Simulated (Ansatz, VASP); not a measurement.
In3As in VASP and in Ansatz

The input INCAR:

```
  PREC = Accurate
  ENCUT = 520
  EDIFF = 1E-6
  ISMEAR = -1
  SIGMA = 0.05
  LREAL = F
  LASPH = T
  NELM = 100
  ALGO = Normal
  ISIF = 2
  LWAVE = F
  LCHARG = T
  GGA = CA
  LELF = T
  LVHAR = T
  NBANDS = 30
```

KPOINTS

```
regular mesh
0
Gamma
  6 6 6
```

Contents of POSCAR:

```
In3As
1.0
    4.6085424358      0.0000000000      0.0000000000
    0.0000000000      4.6085424358      0.0000000000
    0.0000000000      0.0000000000      4.6085424358
In As
3 1
Direct
    0.5000000000      0.5000000000      0.0000000000
    0.5000000000      0.0000000000      0.5000000000
    0.0000000000      0.5000000000      0.5000000000
    0.0000000000      0.0000000000      0.0000000000
```

File input.yaml:

```yaml
crystal:
  lattice:
    - [4.6085424358, 0.0, 0.0]
    - [0.0, 4.6085424358, 0.0]
    - [0.0, 0.0, 4.6085424358]
  atoms:
    - { symbol: In, position: [0.5, 0.5, 0.0] }
    - { symbol: In, position: [0.5, 0.0, 0.5] }
    - { symbol: In, position: [0.0, 0.5, 0.5] }
    - { symbol: As, position: [0.0, 0.0, 0.0] }
kpoints:
  mp_grid: { grid: [6, 6, 6] }
scf:
  occupations: { method: fermi_dirac, width: 0.05 }
hamiltonian:
  xc: lda
  pseudopotentials: { kind: all_electron, lapw: { basis_error: 0.002 } }
output:
  forces: true
  stress: true
  eigenvalues: true
```

Change from the starting cell: volume scaled by 0.96.

Alike in both runs: task single point; functional LDA; k mesh 6 × 6 × 6; occupations fermi-dirac, width 0.05 eV; no spin polarisation.

|  | VASP | Ansatz |
| --- | --- | --- |
| version | VASP 6.6.1 | Ansatz 0.2.0 |
| potentials or method | VASP PAW LDA potentials, release 64 (In_d, As), cutoff 520 eV | all-electron LAPW, scalar-relativistic |

|  | VASP | Ansatz | Ansatz less VASP |
| --- | --- | --- | --- |
| gap on the k mesh at the Fermi level (eV) | none | none | - |
| pressure (GPa) | -2.2 | -2.3 | -0.04 |

LDA's correlation is that of Perdew and Zunger in VASP and of Perdew and Wang (1992) in Ansatz. A gap of «none» marks a metal or a gap that the smearing closes. Ansatz ran all-electron here, and VASP with PAW potentials.
